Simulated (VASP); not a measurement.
# Te (Fd-3m) in VASP: further runs

The runs below take Te through single point, with PBEsol.

Everything below comes from runs of VASP 6.6.1. Logs are shortened: lines on timing, memory, paths and dates and some standing lists are left out, and cuts for length are marked.

### Step 1. The cell of the first run

Symmetry: Fd-3m, No. 227, cubic system. The conventional cell has a = 7.060 Å, b = 7.060 Å, c = 7.060 Å, α = 90.00°, β = 90.00°, γ = 90.00°. Te (site symmetry -43m) has 4 Te at 3.06 Å within 4.0 Å.

This isn't the form of Te at room conditions, which is trigonal, of chains.

### Step 2. Single point, PBEsol (43.98 Å³/atom)

The input, INCAR:

```
SYSTEM = Te
PREC = Accurate ; ENCUT = 520
EDIFF = 1E-6 ; ISMEAR = -1
SIGMA = 0.1 ; LREAL = .False.
LASPH = .True. ; NELM = 60
ALGO = Normal ; ISIF = 2
LWAVE = .False. ; LCHARG = .True.
GGA = PS ; LELF = .True.
LVHAR = .True. ; NBANDS = 13
```

The input, KPOINTS:

```
regular mesh
0
Gamma
  9 9 9
  0 0 0
```

The input, POSCAR:

```
Te
1.0
    0.0000000000      3.5299039499      3.5299039499
    3.5299039499      0.0000000000      3.5299039499
    3.5299039499      3.5299039499      0.0000000000
Te
2
Direct
    0.1250000000      0.1250000000      0.1250000000
    0.8750000000      0.8750000000      0.8750000000
```

Potentials or basis: VASP PAW PBE potentials, release 64 (Te).

Run with:

```
cat potpaw_PBE.64/Te/POTCAR > POTCAR
mpirun -np 1 vasp_std > vasp.out
```

OUTCAR:

```text
SYSTEM = Te
   PREC = Accurate
   ENCUT = 520
   EDIFF = 1E-6
   ISMEAR = -1
   LREAL = .False.
   LASPH = .True.
   NELM = 60
   ISIF = 2
   GGA = PS

 ion  position               nearest neighbor table
   1  0.125  0.125  0.125-   2 3.06   2 3.06   2 3.06   2 3.06
   2  0.875  0.875  0.875-   1 3.06   1 3.06   1 3.06   1 3.06

  LATTYP: Found a face centered cubic cell.
 ALAT       =     7.0598078998

  Lattice vectors:

 A1 = (   0.0000000000,   3.5299039499,   3.5299039499)
 A2 = (   3.5299039499,   0.0000000000,   3.5299039499)
 A3 = (   3.5299039499,   3.5299039499,   0.0000000000)

Analysis of symmetry for initial positions (statically):
=====================================================================
 Subroutine PRICEL returns:
 Original cell was already a primitive cell.

 Routine SETGRP: Setting up the symmetry group for a
 face centered cubic supercell.

 Subroutine GETGRP returns: Found 48 space group operations
 (whereof 12 operations were pure point group operations)
 out of a pool of 48 trial point group operations.

The static configuration has the point symmetry D_3d.
 The point group associated with its full space group is O_h .

Analysis of symmetry for dynamics (positions and initial velocities):
=====================================================================
 Subroutine PRICEL returns:
 Original cell was already a primitive cell.

 Routine SETGRP: Setting up the symmetry group for a
 face centered cubic supercell.

 Subroutine GETGRP returns: Found 48 space group operations
 (whereof 12 operations were pure point group operations)
 out of a pool of 48 trial point group operations.

The dynamic configuration has the point symmetry D_3d.
 The point group associated with its full space group is O_h .

 Subroutine INISYM returns: Found 48 space group operations
 (whereof 12 operations are pure point group operations),
 and found     1 'primitive' translations

----------------------------------------------------------------------------------------

                                     Primitive cell

  volume of cell :      87.9668

  direct lattice vectors                    reciprocal lattice vectors
     0.000000000  3.529903950  3.529903950    -0.141646914  0.141646914  0.141646914
     3.529903950  0.000000000  3.529903950     0.141646914 -0.141646914  0.141646914
     3.529903950  3.529903950  0.000000000     0.141646914  0.141646914 -0.141646914

  length of vectors
     4.992038040  4.992038040  4.992038040     0.245339651  0.245339651  0.245339651

  position of ions in fractional coordinates (direct lattice)
     0.125000000  0.125000000  0.125000000
     0.875000000  0.875000000  0.875000000

  ion indices of the primitive-cell ions
   primitive index   ion index
                 1           1
                 2           2

----------------------------------------------------------------------------------------

 KPOINTS: regular mesh

Automatic generation of k-mesh.
 Grid dimensions read from file:
 generate k-points for:    9    9    9

 Generating k-lattice:

  Cartesian coordinates                     Fractional coordinates (reciprocal lattice)
    -0.015738546  0.015738546  0.015738546     0.111111111  0.000000000  0.000000000
     0.015738546 -0.015738546  0.015738546     0.000000000  0.111111111  0.000000000
     0.015738546  0.015738546 -0.015738546     0.000000000  0.000000000  0.111111111

  Length of vectors
     0.027259961  0.027259961  0.027259961

  Shift w.r.t. Gamma in fractional coordinates (k-lattice)
     0.000000000  0.000000000  0.000000000

 Subroutine IBZKPT returns following result:
 ===========================================

 Found     35 irreducible k-points:

 Following reciprocal coordinates:
            Coordinates               Weight
  0.000000  0.000000  0.000000      1.000000
  0.111111  0.000000  0.000000      8.000000
  0.222222  0.000000  0.000000      8.000000
  0.333333  0.000000  0.000000      8.000000
  0.444444  0.000000  0.000000      8.000000
  0.111111  0.111111  0.000000      6.000000
[... 16 lines left out ...]
 -0.333333  0.333333  0.000000     12.000000
  0.444444  0.444444  0.000000      6.000000
 [... further k-points ...]
   k-points           NKPTS =     35   k-points in BZ     NKDIM =     35   number of bands    NBANDS=     13
   number of dos      NEDOS =    301   number of ions     NIONS =      2
   total plane-waves  NPLWV =  64000
   dimension x,y,z NGX =    40 NGY =   40 NGZ =   40
   dimension x,y,z NGXF=    80 NGYF=   80 NGZF=   80
   ions per type =               2
   NGX,Y,Z   is equivalent  to a cutoff of  13.32, 13.32, 13.32 a.u.
   NGXF,Y,Z  is equivalent  to a cutoff of  26.64, 26.64, 26.64 a.u.
 SYSTEM =  Te
   PREC   = accura    normal or accurate (medium, high low for compatibility)
   ISTART =      0    job   : 0-new  1-cont  2-samecut
   ICHARG =      2    charge: 1-file 2-atom 10-const
   ISPIN  =      1    spin polarized calculation?
   LNONCOLLINEAR =      F non collinear calculations
   LSORBIT =      F    spin-orbit coupling
   LASPH  =      T    aspherical Exc in radial PAW
   ENCUT  =  520.0 eV  38.22 Ry    6.18 a.u.   9.28  9.28  9.28*2*pi/ulx,y,z
   NELM   =     60;   NELMIN=  2; NELMDL= -5     # of ELM steps
   EDIFF  = 0.1E-05   stopping-criterion for ELM
   LREAL  =      F    real-space projection
   EDIFFG = 0.1E-04   stopping-criterion for IOM
   NSW    =      0    number of steps for IOM
   IBRION =     -1    ionic relax: 0-MD 1-quasi-New 2-CG
   NFREE  =      0    steps in history (QN), initial steepest desc. (CG)
   ISIF   =      2    stress and relaxation
   ISYM   =      2    0-nonsym 1-usesym 2-fastsym
   POTIM  = 0.5000    time-step for ionic-motion
   TEBEG  =    0.0;   TEEND  =   0.0 temperature during run
   PSTRESS=    0.0 pullay stress
   NELECT =      12.0000    total number of electrons
   NUPDOWN=      -1.0000    fix difference up-down
   EMIN   =  10.00;   EMAX   =-10.00  energy-range for DOS
   EFERMI =   0.00;   METHOD = LEGACY
   ISMEAR =    -1;   SIGMA  =   0.10  broadening in eV -4-tet -1-fermi 0-gaus
   EFERMI_NEDOS =   21; number of points for ismear=-14 and -15
   IALGO  =     38    algorithm
   IMIX   =      4    mixing-type and parameters
     AMIX     =   0.40;   BMIX     =  1.00
     AMIX_MAG =   1.60;   BMIX_MAG =  1.00
  volume/ion in A,a.u.               =      43.98       296.81
  Fermi-wavevector in a.u.,A,eV,Ry     =   0.842744  1.592555  9.663096  0.710218
  Thomas-Fermi vector in A             =   1.957500
   LORBIT       =      0    0 simple, 1 ext, 2 COOP (PROOUT), +10 PAW based schemes
   GGA     = PS    functional components
   LHFCALC =     F    Hartree Fock is set to
   AEXX    =    0.0000 exact exchange contribution
   IVDW    =     0    specifies the selected vdW correction
   LEPSILON=     F    determine dielectric tensor
   LRPA    =     F    only Hartree local field effects (RPA)
 non-spin polarized calculation
  energy-cutoff  :      520.00
  volume of cell :       87.97
 maximum number of plane-waves:      2421
 NGX is ok and might be reduce to    40
   NGX = 19   NGY = 19   NGZ = 19

 number of electron      11.9999999 magnetization

 Free energy of the ion-electron system (eV)
  ---------------------------------------------------
  ext. energy  EPLUGINS =         0.00000000
  ---------------------------------------------------
  free energy    TOTEN  =        -6.07839954 eV

  energy without entropy =       -6.01182086  energy(sigma->0) =       -6.04511020

 E-fermi :   3.5996     XC(G=0):  -7.9332

 val. band max:        3.5714825565   @ k =   0.2222   0.0000   0.0000
 cond. band min:       3.6128682525   @ k =   0.2222   0.1111   0.0000
 fundamental gap:      0.0413856960
 Fermi energy:         3.5996363540

 k-point     1 :       0.0000    0.0000    0.0000
  band No.  band energies     occupation
      1      -9.6171      2.00000
      2      -4.9810      2.00000
      3       0.4884      2.00000
      4       0.4884      2.00000
      5       0.4884      2.00000
      6       2.8713      1.99863
      7       2.8713      1.99863
      8       2.8713      1.99863
      9       7.0938      0.00000
     10       9.4962      0.00000
     11       9.4962      0.00000
     12      10.9551      0.00000
     13      10.9551      0.00000

 k-point     2 :       0.1111    0.0000    0.0000
  band No.  band energies     occupation
      1      -9.5466      2.00000
      2      -5.1775      2.00000
      3       0.3902      2.00000
      4       0.3902      2.00000
      5       0.4622      2.00000
      6       3.0213      1.99386
      7       3.0213      1.99386
      8       3.0289      1.99338
      9       7.4317      0.00000
     10       9.2214      0.00000
     11       9.2214      0.00000
     12      10.6890      0.00000
     13      11.5526      0.00000

 k-point     3 :       0.2222    0.0000    0.0000
  band No.  band energies     occupation
      1      -9.3455      2.00000
      2      -5.6679      2.00000
      3       0.1818      2.00000
      4       0.1818      2.00000
      5       0.3372      2.00000
      6       3.3511      1.84618
      7       3.3511      1.84618
      8       3.5715      1.13985
      9       8.1473      0.00000
     10       8.9890      0.00000
     11       8.9890      0.00000
     12      10.4241      0.00000
     13      12.7303      0.00000
[... 305 lines left out ...]
 k-point    23 :      -0.3333    0.3333    0.0000
  band No.  band energies     occupation
      1      -8.3156      2.00000
      2      -7.3011      2.00000
      3      -1.1916      2.00000
      4      -0.4801      2.00000
      5       1.6111      2.00000
      6       3.4971      1.47204
      7       4.7185      0.00003
      8       4.9256      0.00000
      9       7.7298      0.00000
     10       9.2683      0.00000
     11       9.7853      0.00000
     12      12.2197      0.00000
     13      12.9408      0.00000

 k-point    24 :       0.4444    0.4444    0.0000
  band No.  band energies     occupation
      1      -8.1836      2.00000
      2      -7.4594      2.00000
      3      -0.7779      2.00000
      4      -0.7779      2.00000
      5       1.8847      2.00000
      6       1.9433      2.00000
      7       5.5735      0.00000
      8       5.5735      0.00000
      9       8.1773      0.00000
     10       9.1821      0.00000
     11      11.3394      0.00000
     12      11.3394      0.00000
     13      11.5449      0.00000

 [... further k-points ...]
[... 5 lines left out ...]
  --------------------------------------------------------------------------------------
  -------------------------------------------------------------------------------------
  Total        0.0240579      0.0240579      0.0240579     -0.0000000      0.0000000      0.0000000
  in kB        0.4381765      0.4381765      0.4381765     -0.0000000      0.0000000      0.0000000
  external PRESSURE =       0.4381765 kB  Pullay stress =       0.0000000 kB

 VOLUME and BASIS-vectors are now :
 -----------------------------------------------------------------------------
  energy-cutoff  :      520.00
  volume of cell :       87.97
      direct lattice vectors                 reciprocal lattice vectors
     0.000000000  3.529903950  3.529903950    -0.141646914  0.141646914  0.141646914
     3.529903950  0.000000000  3.529903950     0.141646914 -0.141646914  0.141646914
     3.529903950  3.529903950  0.000000000     0.141646914  0.141646914 -0.141646914

 POSITION                                       TOTAL-FORCE (eV/Angst)
 -----------------------------------------------------------------------------------
      0.88248      0.88248      0.88248        -0.000000     -0.000000     -0.000000
      6.17733      6.17733      6.17733         0.000000      0.000000      0.000000
 -----------------------------------------------------------------------------------
    total drift:                                0.000000      0.000000      0.000000

  FREE ENERGIE OF THE ION-ELECTRON SYSTEM (eV)
  ---------------------------------------------------
  free  energy   TOTEN  =        -6.0783995418 eV

  energy  without entropy=       -6.0118208559  energy(sigma->0) =       -6.04511020
```

Wall time 41 s (1 thread of Intel Xeon Platinum 8259CL at 2.50GHz (Skylake/Cascade Lake), shared host); peak memory 0.24 GiB.

What came out:

```yaml
Free_energy: -6.0784 eV
Pressure: 0.0 GPa
Band_gap_on_the_k_mesh: zero (bands 6 and 7 overlap by 0.95 eV)
```

Caveat: the PAW data sets were made with another functional, which shifts forces and pressure a little; spin-orbit coupling is left out, which moves the levels of the heavy elements.

### Step 3. Single point, PBEsol (45.74 Å³/atom)

This run uses another cell than the first one, of 45.74 Å³/atom.

The input, INCAR:

```
ALGO     = Normal         # electronic algorithm
EDIFF    = 1E-6           # SCF threshold, eV
ENCUT    = 520            # plane-wave cutoff, eV
GGA      = PS             # functional
ISIF     = 2              # what is computed and relaxed
ISMEAR   = -1             # smearing method
LASPH    = True           # aspherical terms in the spheres
LCHARG   = False          # write CHGCAR
LREAL    = False          # projectors in reciprocal space
LWAVE    = False          # write WAVECAR
NBANDS   = 13             # bands
NELM     = 100            # most SCF steps
PREC     = Accurate       # precision mode
SIGMA    = 0.1            # smearing width, eV
```

The input, KPOINTS:

```
k-points
0
Gamma
  9 9 9
```

The input, POSCAR:

```
Te
1.0
    0.0000000000      3.5763553815      3.5763553815
    3.5763553815      0.0000000000      3.5763553815
    3.5763553815      3.5763553815      0.0000000000
Te
2
Direct
    0.1250000000      0.1250000000      0.1250000000
    0.8750000000      0.8750000000      0.8750000000
```

Potentials or basis: VASP PAW PBE potentials, release 64 (Te).

Run with:

```
cat potpaw_PBE.64/Te/POTCAR > POTCAR
mpirun -np 1 vasp_std > vasp.out
```

It took 38 s on 1 thread of Intel Xeon Platinum 8259CL at 2.50GHz (Skylake/Cascade Lake), shared host; peak memory 0.24 GiB.

The run converged. Its results:

| Item | Value |
| --- | --- |
| Free energy | -6.0668 eV |
| Pressure | -1.1 GPa |
| Band gap on the k mesh | zero (bands 6 and 7 overlap by 0.91 eV) |

Levels at points of the mesh, in eV from the Fermi level:
```
           k point  band 4  band 5  band 6  band 7  band 8  band 9
(0.00, 0.00, 0.00)   -2.99   -2.99   -0.68   -0.68   -0.68    3.54
```

Caveat: the PAW data sets were made with another functional, which shifts forces and pressure a little; spin-orbit coupling is left out, which moves the levels of the heavy elements.

### Step 4. Single point, PBEsol (47.50 Å³/atom)

This run uses another cell than the first one, of 47.50 Å³/atom.

The input, INCAR:

```
  PREC = Accurate
  ENCUT = 520
  EDIFF = 1E-7
  ISMEAR = -1
  SIGMA = 0.1
  LREAL = F
  LASPH = T
  NELM = 80
  ALGO = Normal
  ISIF = 2
  LWAVE = F
  LCHARG = F
  GGA = PS
  NBANDS = 13
```

The input, KPOINTS:

```
regular mesh
0
Gamma
  9 9 9
```

The input, POSCAR:

```
Te
1.0
    0.0000000000      3.6216305091      3.6216305091
    3.6216305091      0.0000000000      3.6216305091
    3.6216305091      3.6216305091      0.0000000000
Te
2
Direct
    0.1250000000      0.1250000000      0.1250000000
    0.8750000000      0.8750000000      0.8750000000
```

Run with:

```
cat potpaw_PBE.64/Te/POTCAR > POTCAR
mpirun -np 1 vasp_std > vasp.out
```

Run time: 49 s. Hardware: 1 thread of Intel Xeon Platinum 8259CL at 2.50GHz (Skylake/Cascade Lake), shared host; peak memory 0.24 GiB.

It converged, with:

```
Free energy            : -6.0335 eV
Pressure               : -1.9 GPa
Band gap on the k mesh : zero (bands 6 and 7 overlap by 0.87 eV)
```

Levels at points of the mesh, in eV from the Fermi level:
| k point | band 2 | band 3 | band 4 | band 5 | band 6 | band 7 | band 8 | band 9 | band 10 | band 11 |
| --- | --- | --- | --- | --- | --- | --- | --- | --- | --- | --- |
| (0.00, 0.00, 0.00) | -8.77 | -2.87 | -2.87 | -2.87 | -0.63 | -0.63 | -0.63 | 3.58 | 5.98 | 5.98 |

Caveat: the PAW data sets were made with another functional, which shifts forces and pressure a little; spin-orbit coupling is left out, which moves the levels of the heavy elements.

### Step 5. Overview

| cell | gap on the mesh (eV) | pressure (GPa) |
| --- | --- | --- |
| a = 4.992 Å, angles 60.0°, 2 atoms | none | 0.0 |
| a = 5.058 Å, angles 60.0°, 2 atoms | none | -1.1 |
| a = 5.122 Å, angles 60.0°, 2 atoms | none | -1.9 |

Alike in all rows: task single point; level PBEsol; potentials or basis VASP PAW PBE potentials, release 64 (Te); no spin polarisation; k mesh 9 × 9 × 9; cutoff (eV) 520; smearing fermi-dirac 0.1 eV.

Caveats: the PAW data sets were made with another functional, which shifts forces and pressure a little; spin-orbit coupling is left out, which moves the levels of the heavy elements.

Total energies depend on the potentials used, so only differences within one code and one set of settings carry meaning.
